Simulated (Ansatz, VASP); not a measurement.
**One calculation of AlN, two programs**

Contents of POSCAR:

```
AlN
1.0
    3.1130000000      0.0000000000      0.0000000000
   -1.5565000000      2.6959370820      0.0000000000
    0.0000000000      0.0000000000      4.9810000000
Al N
2 2
Direct
    0.3333333333      0.6666666667     -0.0009848543
    0.6666666667      0.3333333333      0.4990151457
    0.3333333333      0.6666666667      0.3809848543
    0.6666666667      0.3333333333      0.8809848543
```

INCAR.step1

```
SYSTEM = AlN
PREC     = Accurate       ! precision mode
ENCUT    = 520            ! plane-wave cutoff, eV
ISMEAR   = -1             ! smearing method
SIGMA    = 0.02           ! smearing width, eV
LREAL    = .False.        ! projectors in reciprocal space
LASPH    = .True.         ! aspherical terms in the spheres
NELM     = 80             ! most SCF steps
NBANDS   = 16             ! bands
GGA      = PE             ! functional
ALGO     = Normal         ! electronic algorithm
EDIFF    = 1E-4           ! SCF threshold, eV
LWAVE    = .True.         ! write WAVECAR
LCHARG   = .False.        ! write CHGCAR
```

File INCAR.step2:

```
SYSTEM = AlN
PREC     = Accurate       ! precision mode
ENCUT    = 520            ! plane-wave cutoff, eV
EDIFF    = 1E-8           ! SCF threshold, eV
ISMEAR   = -1             ! smearing method
SIGMA    = 0.02           ! smearing width, eV
LREAL    = .False.        ! projectors in reciprocal space
LASPH    = .True.         ! aspherical terms in the spheres
NELM     = 80             ! most SCF steps
ALGO     = Normal         ! electronic algorithm
ISIF     = 2              ! what is computed and relaxed
LWAVE    = .False.        ! write WAVECAR
LCHARG   = .False.        ! write CHGCAR
METAGGA  = R2SCAN         ! meta-GGA
LMIXTAU  = .True.       
LEFG     = .True.       
NBANDS   = 16             ! bands
ISTART   = 1
```

The input KPOINTS:

```
regular mesh
0
Gamma
  11 11 6
  0 0 0
```

Input for Ansatz:

```yaml
crystal:
  lattice:
    - [3.113, 0.0, 0.0]
    - [-1.5565, 2.695937082, 0.0]
    - [0.0, 0.0, 4.981]
  atoms:
    - { symbol: Al, position: [0.3333333333, 0.6666666667, -0.0009848543] }
    - { symbol: Al, position: [0.6666666667, 0.3333333333, 0.4990151457] }
    - { symbol: "N", position: [0.3333333333, 0.6666666667, 0.3809848543] }
    - { symbol: "N", position: [0.6666666667, 0.3333333333, 0.8809848543] }
kpoints:
  mp_grid: { grid: [11, 11, 6] }
scf:
  occupations: { method: fermi_dirac, width: 0.02 }
hamiltonian:
  xc: r2scan
  pseudopotentials: { kind: paw }
output:
  forces: true
  stress: true
  populations: true
  efg:
    quadrupole_moments_barn: { Al: 0.1466, "N": 0.02044 }
    contact_densities: true
```

Alike in both runs: task electric field gradients; functional r2SCAN; k mesh 11 × 11 × 6; occupations fermi-dirac, width 0.02 eV; no spin polarisation.

|  | VASP | Ansatz |
| --- | --- | --- |
| version | VASP 6.6.1 | Ansatz 0.2.0 |
| potentials or method | VASP PAW PBE potentials, release 64 (Al, N) | plane-wave PAW, scalar-relativistic |
| plane-wave cutoff (eV) | 520 | 500 |
| valence electrons in the cell | 16 | 16 |

VASP gave:

* gap on the k mesh at the Fermi level (eV): 4.87
* pressure (GPa): -1.4
* traceless stress, the component that is largest in VASP (GPa): 0.32
* rms of the force components (eV/Å): 0.003
* size of Vzz on the site where it differs most (V/Å²): 5.1

Question: What did Ansatz give for the same quantities?

Answer: gap on the k mesh at the Fermi level (eV): 4.83; pressure (GPa): -1.0; traceless stress, the component that is largest in VASP (GPa): 0.31; rms of the force components (eV/Å): 0.004; size of Vzz on the site where it differs most (V/Å²): 4.9.

VASP's potentials were made for PBE, not for r2SCAN. Atom by atom the forces differ by 0.001 eV/Å (rms over components).
